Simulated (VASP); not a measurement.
# Co (Fm-3m) in VASP: further runs, part 2 of 2

VASP 6.6.1. The steps go on from the part before.

### Step 3. Single point, PBEsol, collinear spin, ferromagnetic start

The input, INCAR:

```
SYSTEM = Co
PREC = Accurate ; ENCUT = 520
EDIFF = 1E-7 ; ISMEAR = 0
SIGMA = 0.1 ; LREAL = .FALSE.
LASPH = .TRUE. ; NELM = 150
ALGO = Fast ; ISIF = 2
LWAVE = .FALSE. ; LCHARG = .FALSE.
ISPIN = 2 ; MAGMOM = 1.88
LORBIT = 11 ; LMAXMIX = 4
GGA = PS ; NBANDS = 14
```

The input, KPOINTS:

```
regular mesh
0
G
  20 20 20
  0 0 0
```

The input, POSCAR:

```
Co
1.0
    0.0000000000      1.7601741092      1.7601741092
    1.7601741092      0.0000000000      1.7601741092
    1.7601741092      1.7601741092      0.0000000000
Co
1
Direct
    0.0000000000      0.0000000000      0.0000000000
```

Potentials or basis: VASP PAW PBE potentials, release 64 (Co).

Started as:

```
$ cat potpaw_PBE.64/Co/POTCAR > POTCAR
$ mpirun -np 1 vasp_std > vasp.out
```

OUTCAR:

```text
SYSTEM = Co
   PREC = Accurate
   ENCUT = 520
   EDIFF = 1E-7
   ISMEAR = 0
   LREAL = .FALSE.
   LASPH = .TRUE.
   NELM = 150
   ISIF = 2
   ISPIN = 2
   LORBIT = 11
   GGA = PS

 ion  position               nearest neighbor table
   1  0.000  0.000  0.000-

  LATTYP: Found a face centered cubic cell.
 ALAT       =     3.5203482184

  Lattice vectors:

 A1 = (   0.0000000000,   1.7601741092,   1.7601741092)
 A2 = (   1.7601741092,   0.0000000000,   1.7601741092)
 A3 = (   1.7601741092,   1.7601741092,   0.0000000000)

Analysis of symmetry for initial positions (statically):
=====================================================================
 Subroutine PRICEL returns:
 Original cell was already a primitive cell.

 Routine SETGRP: Setting up the symmetry group for a
 face centered cubic supercell.

 Subroutine GETGRP returns: Found 48 space group operations
 (whereof 48 operations were pure point group operations)
 out of a pool of 48 trial point group operations.

The static configuration has the point symmetry O_h .

Analysis of symmetry for dynamics (positions and initial velocities):
[... 607 lines left out ...]
     13      40.8752      0.00000
     14      42.8768      0.00000
[... 379 lines left out ...]
      3       9.0243      1.00000
      4       9.0945      1.00000
      5      10.8057      0.00000
      6      11.1522      0.00000
      7      20.2061      0.00000
      8      31.3979      0.00000
      9      34.1810      0.00000
     10      36.4816      0.00000
     11      38.0890      0.00000
     12      39.8224      0.00000
     13      44.2332      0.00000
     14      50.8446      0.00000

 [... further k-points ...]

------------------------ aborting loop because EDIFF is reached ----------------------------------------

  FORCE on cell =-STRESS in cart. coord.  units (eV):
  Direction    XX          YY          ZZ          XY          YZ          ZX
  --------------------------------------------------------------------------------------
  -------------------------------------------------------------------------------------
  Total       -0.7270525     -0.7270525     -0.7270525     -0.0000000     -0.0000000      0.0000000
  in kB     -106.8020144   -106.8020144   -106.8020144     -0.0000000     -0.0000000      0.0000000
  external PRESSURE =    -106.8020144 kB  Pullay stress =       0.0000000 kB

 VOLUME and BASIS-vectors are now :
 -----------------------------------------------------------------------------
  energy-cutoff  :      520.00
  volume of cell :       10.91
      direct lattice vectors                 reciprocal lattice vectors
     0.000000000  1.760174109  1.760174109    -0.284062808  0.284062808  0.284062808
     1.760174109  0.000000000  1.760174109     0.284062808 -0.284062808  0.284062808
     1.760174109  1.760174109  0.000000000     0.284062808  0.284062808 -0.284062808

 POSITION                                       TOTAL-FORCE (eV/Angst)
 -----------------------------------------------------------------------------------
      0.00000      0.00000      0.00000         0.000000      0.000000     -0.000000
 -----------------------------------------------------------------------------------
    total drift:                               -0.000000     -0.000000     -0.000000

  FREE ENERGIE OF THE ION-ELECTRON SYSTEM (eV)
  ---------------------------------------------------
  free  energy   TOTEN  =        -7.7005704570 eV

  energy  without entropy=       -7.6944249045  energy(sigma->0) =       -7.69749768

 total charge

# of ion       s       p       d       tot
------------------------------------------
    1        0.488   0.522   7.249   8.259

 magnetization (x)

# of ion       s       p       d       tot
------------------------------------------
    1       -0.013  -0.046   1.706   1.648
```

OSZICAR:

```text
N       E                     dE             d eps       ncg     rms          rms(c)
DAV:   1     0.275121014452E+02    0.27512E+02   -0.37808E+03 14792   0.759E+02
DAV:   2    -0.774479057177E+01   -0.35257E+02   -0.32911E+02 15884   0.149E+02
DAV:   3    -0.894548445796E+01   -0.12007E+01   -0.11923E+01 17846   0.287E+01
DAV:   4    -0.895356203914E+01   -0.80776E-02   -0.80755E-02 17846   0.221E+00
DAV:   5    -0.895367618435E+01   -0.11415E-03   -0.11414E-03 18854   0.242E-01    0.111E+01
RMM:   6    -0.795464781264E+01    0.99903E+00   -0.21225E+00 18947   0.157E+01    0.561E+00
RMM:   7    -0.772730626677E+01    0.22734E+00   -0.17577E-01 18901   0.453E+00    0.294E+00
RMM:   8    -0.770890985632E+01    0.18396E-01   -0.65566E-03 20876   0.494E-01    0.121E+00
RMM:   9    -0.770119748612E+01    0.77124E-02   -0.16099E-03 20779   0.219E-01    0.322E-01
RMM:  10    -0.770049171700E+01    0.70577E-03   -0.50399E-04 20047   0.241E-01    0.114E-01
RMM:  11    -0.770056620237E+01   -0.74485E-04   -0.99088E-05 21824   0.552E-02    0.541E-02
RMM:  12    -0.770057014913E+01   -0.39468E-05   -0.13550E-05 22332   0.227E-02    0.262E-02
RMM:  13    -0.770057018842E+01   -0.39287E-07   -0.31103E-06 20602   0.121E-02    0.604E-03
RMM:  14    -0.770057044923E+01   -0.26082E-06   -0.78788E-07 20418   0.496E-03    0.765E-04
RMM:  15    -0.770057045704E+01   -0.78061E-08   -0.10870E-07 15924   0.197E-03
   1 F= -.77005705E+01 E0= -.76974977E+01  d E =-.614555E-02  mag=     1.6341
```

stdout:

```text
POSCAR found type information on POSCAR Co
 POSCAR found :  1 types and       1 ions
 scaLAPACK will be used
 -----------------------------------------------------------------------------
|                                                                             |
[... 22 lines left out ...]
WARNING in EDDRMM: call to ZHEGV failed, returncode =   6  3     11
WARNING in EDDRMM: call to ZHEGV failed, returncode =   8  4     13
WARNING in EDDRMM: call to ZHEGV failed, returncode =   8  4     13
 num prob WARNING in EDDRMM: call to ZHEGV failed, returncode =   8  4     11
WARNING in EDDRMM: call to ZHEGV failed, returncode =   8  4     12
WARNING in EDDRMM: call to ZHEGV failed, returncode =   8  4     11
 num prob RMM:  15    -0.770057045704E+01   -0.78061E-08   -0.10870E-07 15924   0.197E-03
```

Wall time 56 s (1 thread of AMD EPYC 9R45 (Zen 5), shared host); peak memory 0.15 GiB.

Results:

| Property | Result |
| --- | --- |
| Free energy | -7.7006 eV |
| Pressure | -10.7 GPa |
| Net moment | 1.63 μB per cell |
| Site moments | Co +1.65 μB |
| Valence electrons inside the program's atomic spheres | Co 8.26 |

Caveat: the cell stands under tension; the PAW data sets were made with another functional, which shifts forces and pressure a little.

### Step 4. Single point, r2SCAN, collinear spin, ferromagnetic start

POSCAR is that of step 3.

The input, INCAR.step1:

```
SYSTEM = Co
PREC = Accurate
ENCUT = 520
ISMEAR = 0
SIGMA = 0.1
LREAL = .False.
LASPH = .True.
NELM = 150
ISPIN = 2
MAGMOM = 3
LMAXMIX = 4
NBANDS = 14
GGA = PE
ALGO = Normal
EDIFF = 1E-4
LWAVE = .True.
LCHARG = .False.
```

The input, INCAR.step2:

```
SYSTEM = Co
PREC = Accurate
ENCUT = 520
EDIFF = 1E-6
ISMEAR = 0
SIGMA = 0.1
LREAL = .False.
LASPH = .True.
NELM = 150
ALGO = Normal
ISIF = 2
LWAVE = .False.
LCHARG = .True.
ISPIN = 2
MAGMOM = 3
LORBIT = 11
LMAXMIX = 4
METAGGA = R2SCAN
LMIXTAU = .True.
LELF = .True.
LVHAR = .True.
NBANDS = 14
ISTART = 1
```

The input, KPOINTS:

```
regular mesh
0
Gamma
  20 20 20
  0 0 0
```

Started as:

```
$ cat potpaw_PBE.64/Co/POTCAR > POTCAR
$ cp INCAR.step1 INCAR
$ mpirun -np 1 vasp_std > vasp.out
$ cp INCAR.step2 INCAR
$ mpirun -np 1 vasp_std > vasp.out
```

It took 3.4 min on 1 thread of AMD EPYC 9R45 (Zen 5), shared host; peak memory 0.15 GiB.

The run converged. Its results:

```yaml
Free_energy: -13.2376 eV
Pressure: -1.5 GPa
Net_moment: 1.83 μB per cell
Site_moments: Co +1.89 μB
Valence_electrons_inside_the_program's_atomic_spheres: Co 8.28
```

Levels at points of the mesh, in eV from the Fermi level:
Spin up:
```csv
k point,band 3,band 4,band 5,band 6,band 7,band 8
"(0.00, 0.00, 0.00)",-3.52,-3.52,-2.87,-2.87,23.50,27.94
"(0.50, 0.00, 0.00)",-3.89,-1.73,-1.73,-0.68,5.73,22.05
"(0.50, 0.50, 0.00)",-2.11,-1.33,-1.33,2.21,9.16,15.04
```
Spin down:
| k point | band 1 | band 2 | band 3 | band 4 | band 5 | band 6 | band 7 | band 8 |
| --- | --- | --- | --- | --- | --- | --- | --- | --- |
| (0.00, 0.00, 0.00) | -10.12 | -1.52 | -1.52 | -1.52 | 0.89 | 0.89 | 23.35 | 28.96 |
| (0.50, 0.00, 0.00) | -4.93 | -1.13 | -1.13 | -1.13 | 1.31 | 1.31 | 7.06 | 21.78 |
| (0.50, 0.50, 0.00) | -4.20 | -3.94 | 1.00 | 1.00 | 1.82 | 1.98 | 10.77 | 15.51 |

Caveat: the PAW data sets were made with another functional, which shifts forces and pressure a little.

### Step 5. Overview

```csv
level,gap on the mesh (eV),pressure (GPa),moment (μB)
PBE,none,-0.8,1.64
PBEsol,none,-10.7,1.63
r2SCAN,none,-1.5,1.83
```

Alike in all rows: task single point; potentials or basis VASP PAW PBE potentials, release 64 (Co); spin collinear, ferromagnetic start; cell a = 2.489 Å, angles 60.0°, 1 atom; k mesh 20 × 20 × 20; cutoff (eV) 520; smearing gaussian 0.1 eV.

The pressure there spans -10.7 GPa (PBEsol) to -0.8 GPa (PBE); a positive pressure means that this level wants a larger cell, a negative one a smaller.

Caveats: the PAW data sets were made with another functional, which shifts forces and pressure a little (at least some runs); the cell stands under tension (at least some runs).

Total energies depend on the potentials used, so only differences within one code and one set of settings carry meaning.
